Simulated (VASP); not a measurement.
# Al (P6_3/mmc) in VASP: settings compared, part 2 of 2

VASP 6.6.1.

### 4 Single point, r2SCAN

This run uses another cell than the first one, of 15.90 Å³/atom, 1.042 times its volume.

POSCAR

```
Al
1.0
    2.8270770242      0.0000000000      0.0000000000
   -1.4135385121      2.4483205214      0.0000000000
    0.0000000000      0.0000000000      9.1859930700
Al
4
Direct
    0.6666666667      0.3333333333      0.7500000000
    0.0000000000      0.0000000000      0.5000000000
    0.3333333333      0.6666666667      0.2500000000
    0.0000000000      0.0000000000      0.0000000000
```

INCAR.step1

```
PREC     = Accurate       # precision mode
ENCUT    = 520            # plane-wave cutoff, eV
ISMEAR   = -1             # smearing method
SIGMA    = 0.05           # smearing width, eV
LREAL    = False          # projectors in reciprocal space
LASPH    = True           # aspherical terms in the spheres
NELM     = 60             # most SCF steps
NBANDS   = 14             # bands
GGA      = PE             # functional
ALGO     = Normal         # electronic algorithm
EDIFF    = 1E-4           # SCF threshold, eV
LWAVE    = True           # write WAVECAR
LCHARG   = False          # write CHGCAR
```

INCAR.step2

```
PREC     = Accurate       # precision mode
ENCUT    = 520            # plane-wave cutoff, eV
EDIFF    = 1E-6           # SCF threshold, eV
ISMEAR   = -1             # smearing method
SIGMA    = 0.05           # smearing width, eV
LREAL    = False          # projectors in reciprocal space
LASPH    = True           # aspherical terms in the spheres
NELM     = 60             # most SCF steps
ALGO     = Normal         # electronic algorithm
ISIF     = 2              # what is computed and relaxed
LWAVE    = False          # write WAVECAR
LCHARG   = True           # write CHGCAR
METAGGA  = R2SCAN         # meta-GGA
LMIXTAU  = True         
LELF     = True           # ELF
LVHAR    = True         
NBANDS   = 14             # bands
ISTART   = 1
```

KPOINTS

```
regular mesh
0
Gamma
  11 11 3
```

Potentials or basis: VASP PAW PBE potentials, release 64 (Al).

The run is started by

```bash
$ cat potpaw_PBE.64/Al/POTCAR > POTCAR
$ cp INCAR.step1 INCAR
$ mpirun -np 1 vasp_std > vasp.out
$ cp INCAR.step2 INCAR
$ mpirun -np 1 vasp_std > vasp.out
```

OUTCAR:

```text
PREC = Accurate
   ENCUT = 520
   EDIFF = 1E-6
   ISMEAR = -1
   LREAL = False
   LASPH = True
   NELM = 60
   ISIF = 2
   METAGGA = R2SCAN
   ISTART = 1

 ion  position               nearest neighbor table
   1  0.667  0.333  0.750-   2 2.82   4 2.82   2 2.82   4 2.82   2 2.82   4 2.82
   2  0.000  0.000  0.500-   1 2.82   3 2.82   3 2.82   1 2.82   1 2.82   3 2.82
   3  0.333  0.667  0.250-   2 2.82   4 2.82   2 2.82   4 2.82   2 2.82   4 2.82
   4  0.000  0.000  0.000-   1 2.82   3 2.82   3 2.82   1 2.82   1 2.82   3 2.82

  LATTYP: Found a hexagonal cell.
 ALAT       =     2.8270770242
 C/A-ratio  =     3.2492899880

  Lattice vectors:

 A1 = (   2.8270770242,   0.0000000000,   0.0000000000)
 A2 = (  -1.4135385121,   2.4483205214,   0.0000000000)
 A3 = (   0.0000000000,   0.0000000000,   9.1859930700)

Analysis of symmetry for initial positions (statically):
=====================================================================
 Subroutine PRICEL returns:
 Original cell was already a primitive cell.

 Routine SETGRP: Setting up the symmetry group for a
 hexagonal supercell.

 Subroutine GETGRP returns: Found 24 space group operations
[... 183 lines left out ...]
      4       3.2880      2.00000
      5       3.8910      2.00000
      6      12.2547      0.00000
      7      12.2580      0.00000
      8      20.0324      0.00000
      9      20.0324      0.00000
     10      20.1423      0.00000
     11      20.1423      0.00000
     12      21.1120      0.00000
     13      21.1121      0.00000
     14      21.2532      0.00000
[... 377 lines left out ...]
      1      -1.9846      2.00000
      2      -1.3723      2.00000
      3       1.0479      2.00000
      4       2.8287      2.00000
      5       7.5097      2.00000
      6      10.2057      0.00000
      7      11.8516      0.00000
      8      12.3767      0.00000
      9      13.8919      0.00000
     10      14.0733      0.00000
     11      14.9860      0.00000
     12      16.1412      0.00000
     13      16.6023      0.00000
     14      17.6153      0.00000

 [... further k-points ...]
[... 5 lines left out ...]
  --------------------------------------------------------------------------------------
  -------------------------------------------------------------------------------------
  Total       -0.2262857     -0.2262857      0.6196899      0.0000000     -0.0000000     -0.0000000
  in kB       -5.7021101     -5.7021101     15.6153942      0.0000000     -0.0000000     -0.0000000
  external PRESSURE =       1.4037247 kB  Pullay stress =       0.0000000 kB

 VOLUME and BASIS-vectors are now :
 -----------------------------------------------------------------------------
  energy-cutoff  :      520.00
  volume of cell :       63.58
      direct lattice vectors                 reciprocal lattice vectors
     2.827077024  0.000000000  0.000000000     0.353722234  0.204221627  0.000000000
    -1.413538512  2.448320521  0.000000000     0.000000000  0.408443254  0.000000000
     0.000000000  0.000000000  9.185993070     0.000000000  0.000000000  0.108861393

 POSITION                                       TOTAL-FORCE (eV/Angst)
 -----------------------------------------------------------------------------------
      1.41354      0.81611      6.88949        -0.000000      0.000000      0.000000
      0.00000      0.00000      4.59300        -0.000000      0.000000     -0.000000
     -0.00000      1.63221      2.29650         0.000000     -0.000000      0.000000
      0.00000      0.00000      0.00000        -0.000000      0.000000     -0.000000
 -----------------------------------------------------------------------------------
    total drift:                               -0.000000      0.000000      0.000000

  FREE ENERGIE OF THE ION-ELECTRON SYSTEM (eV)
  ---------------------------------------------------
  free  energy   TOTEN  =       -26.9297864397 eV

  energy  without entropy=      -26.9178049691  energy(sigma->0) =      -26.92379570
```

It took 97 s on 1 thread of Intel Xeon 6975P-C, shared host; peak memory 0.19 GiB.

What came out:

```yaml
Free_energy: -26.9298 eV
Pressure: 0.1 GPa
Band_gap_on_the_k_mesh: zero (band 6 reaches 12.66 eV, above the bottom of band 7 at 6.44 eV)
```

Stress tensor (GPa, compression positive):
```
-0.57  0.00  0.00
 0.00 -0.57  0.00
 0.00  0.00  1.56
```

Caveat: the PAW data sets were made with another functional, which shifts forces and pressure a little.

### 5 Single point, r2SCAN

This run uses another cell than the first one, of 16.21 Å³/atom, 1.062 times its volume.

POSCAR

```
Al
1.0
    2.8457999342      0.0000000000      0.0000000000
   -1.4228999671      2.4645350371      0.0000000000
    0.0000000000      0.0000000000      9.2468292341
Al
4
Direct
    0.6666666667      0.3333333333      0.7500000000
    0.0000000000      0.0000000000      0.5000000000
    0.3333333333      0.6666666667      0.2500000000
    0.0000000000      0.0000000000      0.0000000000
```

INCAR.step1

```
SYSTEM = Al
  ALGO = Normal
  EDIFF = 1E-4
  ENCUT = 520
  GGA = PE
  ISMEAR = -1
  LASPH = .TRUE.
  LCHARG = .FALSE.
  LREAL = .FALSE.
  LWAVE = .TRUE.
  NBANDS = 14
  NELM = 80
  PREC = Accurate
  SIGMA = 0.05
```

INCAR.step2

```
SYSTEM = Al
  ALGO = Normal
  EDIFF = 1E-6
  ENCUT = 520
  ISIF = 2
  ISMEAR = -1
  ISTART = 1
  LASPH = .TRUE.
  LCHARG = .TRUE.
  LELF = .TRUE.
  LMIXTAU = .TRUE.
  LREAL = .FALSE.
  LVHAR = .TRUE.
  LWAVE = .FALSE.
  METAGGA = R2SCAN
  NBANDS = 14
  NELM = 80
  PREC = Accurate
  SIGMA = 0.05
```

KPOINTS

```
k-points
0
G
  11 11 3
  0 0 0
```

The run is started by

```bash
$ cat potpaw_PBE.64/Al/POTCAR > POTCAR
$ cp INCAR.step1 INCAR
$ mpirun -np 1 vasp_std > vasp.out
$ cp INCAR.step2 INCAR
$ mpirun -np 1 vasp_std > vasp.out
```

Wall time 1.8 min (1 thread of Intel Xeon 6975P-C, shared host); peak memory 0.19 GiB.

The run converged. Its results:

```
Free energy            : -26.9237 eV
Pressure               : -1.6 GPa
Band gap on the k mesh : zero (band 6 reaches 12.41 eV, above the bottom of band 7 at 6.23 eV)
```

Stress tensor (GPa, compression positive):
```
-2.26  0.00  0.00
 0.00 -2.26  0.00
 0.00  0.00 -0.25
```

Levels at points of the mesh, in eV from the Fermi level:
| k point | band 2 | band 3 | band 4 | band 5 | band 6 | band 7 | band 8 | band 9 |
| --- | --- | --- | --- | --- | --- | --- | --- | --- |
| (0.00, 0.00, 0.00) | -10.17 | -10.17 | -5.07 | -4.52 | 3.77 | 3.77 | 11.43 | 11.43 |

Caveat: the PAW data sets were made with another functional, which shifts forces and pressure a little.

### 6 Single point, PBEsol

This run uses another cell than the first one, of 12.96 Å³/atom, 0.849 times its volume.

INCAR

```
SYSTEM = Al
PREC     = Accurate       ! precision mode
ENCUT    = 520            ! plane-wave cutoff, eV
EDIFF    = 1E-6           ! SCF threshold, eV
ISMEAR   = -1             ! smearing method
SIGMA    = 0.05           ! smearing width, eV
LREAL    = .False.        ! projectors in reciprocal space
LASPH    = .True.         ! aspherical terms in the spheres
NELM     = 80             ! most SCF steps
ALGO     = Fast           ! electronic algorithm
ISIF     = 2              ! what is computed and relaxed
LWAVE    = .False.        ! write WAVECAR
LCHARG   = .False.        ! write CHGCAR
GGA      = PS             ! functional
NBANDS   = 14             ! bands
```

KPOINTS

```
regular mesh
0
Gamma
  11 11 3
  0 0 0
```

POSCAR

```
Al
1.0
    2.6324006954      0.0000000000      0.0000000000
   -1.3162003477      2.2797258752      0.0000000000
    0.0000000000      0.0000000000      8.6376361081
Al
4
Direct
    0.6666666667      0.3333333333      0.7500000000
    0.0000000000      0.0000000000      0.5000000000
    0.3333333333      0.6666666667      0.2500000000
    0.0000000000      0.0000000000      0.0000000000
```

Potentials or basis: VASP PAW PBE potentials, release 64 (Al).

The run is started by

```bash
$ cat potpaw_PBE.64/Al/POTCAR > POTCAR
$ mpirun -np 1 vasp_std > vasp.out
```

It took 9.5 s on 1 thread of Intel Xeon 6975P-C (Granite Rapids), shared host; peak memory 0.15 GiB.

The run converged. Its results:

```
Free energy            : -15.3429 eV
Pressure               : 30.2 GPa
Band gap on the k mesh : zero (band 6 reaches 14.96 eV, above the bottom of band 7 at 8.77 eV)
```

Levels at points of the mesh, in eV from the Fermi level:
| k point | band 2 | band 3 | band 4 | band 5 | band 6 | band 7 | band 8 | band 9 |
| --- | --- | --- | --- | --- | --- | --- | --- | --- |
| (0.00, 0.00, 0.00) | -11.00 | -11.00 | -5.69 | -4.86 | 3.77 | 3.79 | 12.39 | 12.39 |

Caveat: the PAW data sets were made with another functional, which shifts forces and pressure a little.

### 7 Overview

```csv
level,cell,gap on the mesh (eV),pressure (GPa)
r2SCAN,"a = 2.789, b = 2.789, c = 9.062 Å, angles 90.0, 90.0, 120.0°, 4 atoms",none,4.2
r2SCAN,"a = 2.808, b = 2.808, c = 9.124 Å, angles 90.0, 90.0, 120.0°, 4 atoms",none,2.1
r2SCAN,"a = 2.827, b = 2.827, c = 9.186 Å, angles 90.0, 90.0, 120.0°, 4 atoms",none,0.1
r2SCAN,"a = 2.846, b = 2.846, c = 9.247 Å, angles 90.0, 90.0, 120.0°, 4 atoms",none,-1.6
PBEsol,"a = 2.632, b = 2.632, c = 8.638 Å, angles 90.0, 90.0, 120.0°, 4 atoms",none,30.2
```

Alike in all rows: task single point; potentials or basis VASP PAW PBE potentials, release 64 (Al); no spin polarisation; k mesh 11 × 11 × 3; cutoff (eV) 520; smearing fermi-dirac 0.05 eV.

Caveats: the PAW data sets were made with another functional, which shifts forces and pressure a little.

Total energies depend on the potentials used, so only differences within one code and one set of settings carry meaning.
